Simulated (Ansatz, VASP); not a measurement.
## Ti: VASP beside Ansatz

Contents of INCAR:

```
PREC = Accurate
ENCUT = 520
EDIFF = 1E-6
ISMEAR = 0
SIGMA = 0.1
LREAL = False
LASPH = True
NELM = 80
ALGO = Fast
ISIF = 2
LWAVE = False
LCHARG = True
LDIPOL = True
IDIPOL = 3
DIPOL = 0.5 0.5 0.310
GGA = PS
LELF = True
LVHAR = True
LVACPOTAV = True
NBANDS = 32
```

Contents of KPOINTS:

```
Automatic mesh
0
Gamma
  9 7 1
```

Contents of POSCAR:

```
Ti
1.0
    2.8676282151      0.0000000000      0.0000000000
    0.0000000000      4.0554387137      0.0000000000
    0.0000000000      0.0000000000     19.6054200203
Ti
4
Direct
    0.5000000000      0.5000000000      0.2040252132
    0.0000000000      0.0000000000      0.2771587704
    0.5000000000      0.5000000000      0.3434213386
    0.0000000000      0.0000000000      0.4134275120
```

Input for Ansatz:

```yaml
crystal:
  lattice:
    - [2.8676282151, 0.0, 0.0]
    - [0.0, 4.0554387137, 0.0]
    - [0.0, 0.0, 19.6054200203]
  atoms:
    - { symbol: Ti, position: [0.5, 0.5, 0.2040252132] }
    - { symbol: Ti, position: [0.0, 0.0, 0.2771587704] }
    - { symbol: Ti, position: [0.5, 0.5, 0.3434213386] }
    - { symbol: Ti, position: [0.0, 0.0, 0.413427512] }
basis:
  ecutwfc: 420
kpoints:
  mp_grid: { grid: [9, 7, 1] }
hamiltonian:
  xc: pbesol
  pseudopotentials: { kind: paw, azcp: { folder: soft_1 } }
scf:
  occupations: { method: gaussian, width: 0.1 }
output:
  forces: true
  eigenvalues: true
efield:
  axis: 3
  dipole_correction: true
  ramp_width: 0.04
```

Alike in both runs: task single point; functional PBEsol; k mesh 9 × 7 × 1; occupations gaussian, width 0.1 eV; no spin polarisation.

|  | VASP | Ansatz |
| --- | --- | --- |
| version | VASP 6.6.1 | Ansatz 0.2.0 |
| potentials or method | VASP PAW PBE potentials, release 64 (Ti_sv), cutoff 520 eV | scalar-relativistic, plane waves, PAW |
| valence electrons in the cell | 48 | 48 |

|  | VASP | Ansatz | Ansatz less VASP |
| --- | --- | --- | --- |
| gap on the k mesh at the Fermi level (eV) | none | none | - |
| rms of the force components (eV/Å) | 0.146 | 0.143 | -0.0034 |
| work function, face that differs most (eV) | 3.40 | 3.40 | +0.002 |

VASP's potentials were made for PBE, not for PBEsol, and Ansatz warns of the same on its side. Atom by atom the forces differ by 0.008 eV/Å (rms over components). A gap of «none» marks a metal or a gap that the smearing closes. With one functional, cell and mesh, what is left measures potentials, basis and numerics.
